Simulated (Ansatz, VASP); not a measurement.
## One calculation of BeS, two programs

```
CELL_PARAMETERS angstrom
0.00000 2.35241 2.35241
2.35241 0.00000 2.35241
2.35241 2.35241 0.00000
ATOMIC_POSITIONS crystal
Be 0.00000 0.00000 0.00000
S 0.50000 0.50000 0.50000
```

Change from the starting cell: volume scaled by 1.05.

Alike in both runs: task single point; functional PBE; k mesh 13 × 13 × 13; occupations fermi-dirac, width 0.08 eV; no spin polarisation.

|  | VASP | Ansatz |
| --- | --- | --- |
| version | VASP 6.6.1 | Ansatz 0.2.0 |
| potentials or method | VASP PAW PBE potentials, release 64 (Be, S), cutoff 520 eV | all-electron LAPW, scalar-relativistic |

Ansatz gave:

| Property | Result |
| --- | --- |
| pressure (GPa) | -4.7 |

**Question.** Estimate VASP's values.

**Answer.** Pressure (GPa): -4.8.

Ansatz ran all-electron here, and VASP with PAW potentials.
